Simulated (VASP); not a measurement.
# Cr (Im-3m) in VASP: single point with PBEsol

Aim: the single point of Cr with PBEsol.

Everything below comes from runs of VASP 6.6.1. Logs are shortened: lines on timing, memory, paths and dates and some standing lists are left out, and cuts for length are marked.

**1. The cell of the first run**

Symmetry: Im-3m, No. 229, cubic system. Conventional cell: a = 2.814 Å, b = 2.814 Å, c = 2.814 Å, α = 90.00°, β = 90.00°, γ = 90.00°. Cr (site symmetry m-3m) has 14 Cr at 2.44 to 2.81 Å within 3.2 Å.

**2. Single point, PBEsol**

INCAR reads:

```
SYSTEM = Cr
PREC = Accurate
ENCUT = 520
EDIFF = 1E-6
ISMEAR = 0
SIGMA = 0.1
LREAL = .False.
LASPH = .True.
NELM = 100
ALGO = Fast
ISIF = 2
LWAVE = .False.
LCHARG = .True.
GGA = PS
LELF = .True.
LVHAR = .True.
NBANDS = 12
ISYM = 0
```

KPOINTS reads:

```
Automatic mesh
0
Gamma
  15 15 17
  0 0 0
```

POSCAR reads:

```
Cr
1.0
    2.4371427744      0.0000000000      0.0000000000
   -0.8123809248      2.2977602433      0.0000000000
    0.8123809248      1.1488801217      1.9899187425
Cr
1
Direct
    0.0000000000      0.0000000000      0.0000000000
```

Potentials or basis: VASP PAW PBE potentials, release 64 (Cr_pv).

Run with:

```console
$ cat potpaw_PBE.64/Cr_pv/POTCAR > POTCAR
$ mpirun -np 1 vasp_std > vasp.out
```

OUTCAR:

```text
SYSTEM = Cr
   PREC = Accurate
   ENCUT = 520
   EDIFF = 1E-6
   ISMEAR = 0
   LREAL = .False.
   LASPH = .True.
   NELM = 100
   ISIF = 2
   GGA = PS
   ISYM = 0

 ion  position               nearest neighbor table
   1  0.000  0.000  0.000-

IMPORTANT INFORMATION: All symmetrisations will be switched off!
NOSYMM: (Re-)initialisation of all symmetry stuff for point group C_1.

----------------------------------------------------------------------------------------

                                     Primitive cell

  volume of cell :      11.1435

  direct lattice vectors                    reciprocal lattice vectors
     2.437142774  0.000000000  0.000000000     0.410316544  0.145068805 -0.251266541
    -0.812380925  2.297760243  0.000000000     0.000000000  0.435206416 -0.251266541
     0.812380925  1.148880122  1.989918743     0.000000000  0.000000000  0.502533083

  length of vectors
     2.437142774  2.437142774  2.437142774     0.502533083  0.502533083  0.502533083

  position of ions in fractional coordinates (direct lattice)
     0.000000000  0.000000000  0.000000000

  ion indices of the primitive-cell ions
   primitive index   ion index
                 1           1

----------------------------------------------------------------------------------------

 KPOINTS: Automatic mesh

Automatic generation of k-mesh.
 Grid dimensions read from file:
 generate k-points for:   15   15   17

 Generating k-lattice:

  Cartesian coordinates                     Fractional coordinates (reciprocal lattice)
     0.027354436  0.009671254 -0.016751103     0.066666667  0.000000000 -0.000000000
     0.000000000  0.029013761 -0.016751103     0.000000000  0.066666667  0.000000000
     0.000000000  0.000000000  0.029560770     0.000000000  0.000000000  0.058823529

  Length of vectors
     0.033502206  0.033502206  0.029560770

  Shift w.r.t. Gamma in fractional coordinates (k-lattice)
     0.000000000  0.000000000  0.000000000

 -----------------------------------------------------------------------------
|                                                                             |
|           W    W    AA    RRRRR   N    N  II  N    N   GGGG   !!!           |
|           W    W   A  A   R    R  NN   N  II  NN   N  G    G  !!!           |
|           W    W  A    A  R    R  N N  N  II  N N  N  G       !!!           |
|           W WW W  AAAAAA  RRRRR   N  N N  II  N  N N  G  GGG   !            |
|           WW  WW  A    A  R   R   N   NN  II  N   NN  G    G                |
|           W    W  A    A  R    R  N    N  II  N    N   GGGG   !!!           |
|                                                                             |
|     Your reciprocal lattice and k-lattice belong to different lattice       |
|     classes:                                                                |
|                                                                             |
|        The reciprocal lattice is face-centered cubic,                       |
|        whereas your k-lattice is base-centered monoclinic.                  |
|                                                                             |
|     Results are often still useful ...                                      |
|                                                                             |
 -----------------------------------------------------------------------------

 WARNING: IBZKPT: internal override: KBLOWUP is changed to .FALSE.
      ... skipping the blow-up phase ...

 Subroutine IBZKPT returns following result:
 ===========================================

 Found   1913 irreducible k-points:

 Following reciprocal coordinates:
            Coordinates               Weight
  0.000000  0.000000  0.000000      1.000000
  0.066667  0.000000  0.000000      2.000000
  0.133333  0.000000  0.000000      2.000000
  0.200000  0.000000  0.000000      2.000000
  0.266667  0.000000  0.000000      2.000000
  0.333333 -0.000000  0.000000      2.000000
[... 16 lines left out ...]
 -0.066667  0.066667  0.000000      2.000000
  0.000000  0.133333  0.000000      2.000000
 [... further k-points ...]
   k-points           NKPTS =   1913   k-points in BZ     NKDIM =   1913   number of bands    NBANDS=     12
   number of dos      NEDOS =    301   number of ions     NIONS =      1
   total plane-waves  NPLWV =   5832
   dimension x,y,z NGX =    18 NGY =   18 NGZ =   18
   dimension x,y,z NGXF=    36 NGYF=   36 NGZF=   36
   ions per type =               1
   NGX,Y,Z   is equivalent  to a cutoff of  12.28, 12.28, 12.28 a.u.
   NGXF,Y,Z  is equivalent  to a cutoff of  24.56, 24.56, 24.56 a.u.
 SYSTEM =  Cr
   PREC   = accura    normal or accurate (medium, high low for compatibility)
   ISTART =      0    job   : 0-new  1-cont  2-samecut
   ICHARG =      2    charge: 1-file 2-atom 10-const
   ISPIN  =      1    spin polarized calculation?
   LNONCOLLINEAR =      F non collinear calculations
   LSORBIT =      F    spin-orbit coupling
   LASPH  =      T    aspherical Exc in radial PAW
   ENCUT  =  520.0 eV  38.22 Ry    6.18 a.u.   4.53  4.53  4.53*2*pi/ulx,y,z
   NELM   =    100;   NELMIN=  2; NELMDL= -5     # of ELM steps
   EDIFF  = 0.1E-05   stopping-criterion for ELM
   LREAL  =      F    real-space projection
   EDIFFG = 0.1E-04   stopping-criterion for IOM
   NSW    =      0    number of steps for IOM
   IBRION =     -1    ionic relax: 0-MD 1-quasi-New 2-CG
   NFREE  =      0    steps in history (QN), initial steepest desc. (CG)
   ISIF   =      2    stress and relaxation
   ISYM   =      0    0-nonsym 1-usesym 2-fastsym
   POTIM  = 0.5000    time-step for ionic-motion
   TEBEG  =    0.0;   TEEND  =   0.0 temperature during run
   PSTRESS=    0.0 pullay stress
   NELECT =      12.0000    total number of electrons
   NUPDOWN=      -1.0000    fix difference up-down
   EMIN   =  10.00;   EMAX   =-10.00  energy-range for DOS
   EFERMI =   0.00;   METHOD = LEGACY
   ISMEAR =     0;   SIGMA  =   0.10  broadening in eV -4-tet -1-fermi 0-gaus
   EFERMI_NEDOS =   21; number of points for ismear=-14 and -15
   IALGO  =     68    algorithm
   IMIX   =      4    mixing-type and parameters
     AMIX     =   0.40;   BMIX     =  1.00
     AMIX_MAG =   1.60;   BMIX_MAG =  1.00
  volume/ion in A,a.u.               =      11.14        75.20
  Fermi-wavevector in a.u.,A,eV,Ry     =   1.678011  3.170982 38.310227  2.815722
  Thomas-Fermi vector in A             =   2.762176
   LORBIT       =      0    0 simple, 1 ext, 2 COOP (PROOUT), +10 PAW based schemes
   GGA     = PS    functional components
   LHFCALC =     F    Hartree Fock is set to
   AEXX    =    0.0000 exact exchange contribution
   IVDW    =     0    specifies the selected vdW correction
   LEPSILON=     F    determine dielectric tensor
   LRPA    =     F    only Hartree local field effects (RPA)
 non-spin polarized calculation
 RMM-DIIS sequential band-by-band and
 Gauss-broadening in eV      SIGMA  =   0.10
  energy-cutoff  :      520.00
  volume of cell :       11.14
 maximum number of plane-waves:       321
 NGX is ok and might be reduce to    18
   NGX =  9   NGY =  9   NGZ =  9

 number of electron      12.0000013 magnetization

 Free energy of the ion-electron system (eV)
  ---------------------------------------------------
  ext. energy  EPLUGINS =         0.00000000
  ---------------------------------------------------
  free energy    TOTEN  =       -10.24218442 eV

  energy without entropy =      -10.23824011  energy(sigma->0) =      -10.24021226

 E-fermi :  11.3690     XC(G=0): -14.0444

 val. band max:       11.3685610273   @ k =   0.2000  -0.0667   0.0588
 cond. band min:      11.3697656482   @ k =  -0.0667   0.2000   0.1176
 fundamental gap:      0.0012046209
 Fermi energy:        11.3690236050

 k-point     1 :       0.0000    0.0000    0.0000
  band No.  band energies     occupation
      1     -31.1762      2.00000
      2     -31.1725      2.00000
      3     -31.1700      2.00000
      4       3.3321      2.00000
      5      10.3945      2.00000
      6      10.3972      2.00000
      7      10.3999      2.00000
      8      12.5211      0.00000
      9      12.5215      0.00000
     10      18.4722      0.00000
     11      33.9088      0.00000
     12      33.9100      0.00000

 k-point     2 :       0.0667    0.0000    0.0000
  band No.  band energies     occupation
      1     -31.2197      2.00000
      2     -31.1877      2.00000
      3     -31.1733      2.00000
      4       3.5341      2.00000
      5      10.3165      2.00000
      6      10.3833      2.00000
      7      10.5372      2.00000
      8      12.4317      0.00000
      9      12.5271      0.00000
     10      18.4721      0.00000
     11      33.4880      0.00000
     12      33.8621      0.00000

 k-point     3 :       0.1333    0.0000    0.0000
  band No.  band energies     occupation
      1     -31.3518      2.00000
      2     -31.2277      2.00000
      3     -31.1745      2.00000
      4       4.1132      2.00000
      5      10.0954      2.00000
      6      10.3102      2.00000
      7      10.9428      2.00000
      8      12.2487      0.00000
      9      12.5476      0.00000
     10      18.4720      0.00000
     11      32.2705      0.00000
     12      33.5135      0.00000
[... 286 lines left out ...]
 k-point    23 :      -0.0667    0.0667    0.0000
  band No.  band energies     occupation
      1     -31.2173      2.00000
      2     -31.1870      2.00000
      3     -31.1763      2.00000
      4       3.5340      2.00000
      5      10.3145      2.00000
      6      10.3833      2.00000
      7      10.5394      2.00000
      8      12.4318      0.00000
      9      12.5268      0.00000
     10      18.4721      0.00000
     11      33.4893      0.00000
     12      33.8602      0.00000

 k-point    24 :       0.0000    0.1333    0.0000
  band No.  band energies     occupation
      1     -31.3518      2.00000
      2     -31.2277      2.00000
      3     -31.1745      2.00000
      4       4.1132      2.00000
      5      10.0954      2.00000
      6      10.3102      2.00000
      7      10.9428      2.00000
      8      12.2487      0.00000
      9      12.5476      0.00000
     10      18.4720      0.00000
     11      32.2705      0.00000
     12      33.5136      0.00000

 [... further k-points ...]
[... 5 lines left out ...]
  --------------------------------------------------------------------------------------
  -------------------------------------------------------------------------------------
  Total       -0.0082232     -0.0188060     -0.0449811     -0.0149676     -0.0014961     -0.0010575
  in kB       -1.1823056     -2.7038726     -6.4672527     -2.1520014     -0.2151077     -0.1520428
  external PRESSURE =      -3.4511436 kB  Pullay stress =       0.0000000 kB

 VOLUME and BASIS-vectors are now :
 -----------------------------------------------------------------------------
  energy-cutoff  :      520.00
  volume of cell :       11.14
      direct lattice vectors                 reciprocal lattice vectors
     2.437142774  0.000000000  0.000000000     0.410316544  0.145068805 -0.251266541
    -0.812380925  2.297760243  0.000000000     0.000000000  0.435206416 -0.251266541
     0.812380925  1.148880122  1.989918743     0.000000000  0.000000000  0.502533083

 POSITION                                       TOTAL-FORCE (eV/Angst)
 -----------------------------------------------------------------------------------
      0.00000      0.00000      0.00000        -0.000000     -0.000000     -0.000000
 -----------------------------------------------------------------------------------
    total drift:                               -0.000000     -0.000000     -0.000000

  FREE ENERGIE OF THE ION-ELECTRON SYSTEM (eV)
  ---------------------------------------------------
  free  energy   TOTEN  =       -10.2421844212 eV

  energy  without entropy=      -10.2382401062  energy(sigma->0) =      -10.24021226
```

Wall time 5.5 min (1 thread of Intel Xeon 8259CL, shared host); peak memory 0.35 GiB.

Results:

```yaml
Free_energy: -10.2422 eV
Pressure: -0.3 GPa
Band_gap_on_the_k_mesh: zero (bands 6 and 7 overlap by 3.43 eV)
```

Levels at points of the mesh, in eV from the Fermi level:
| k point | band 3 | band 4 | band 5 | band 6 | band 7 | band 8 | band 9 | band 10 |
| --- | --- | --- | --- | --- | --- | --- | --- | --- |
| (0.00, 0.00, 0.00) | -42.54 | -8.04 | -0.97 | -0.97 | -0.97 | 1.15 | 1.15 | 7.10 |

Caveat: the PAW data sets were made with another functional, which shifts forces and pressure a little; the run has no spin polarisation, though such a crystal can be magnetic. Spin polarisation is off, so any magnetic state and its effect on volume and gap are missing.
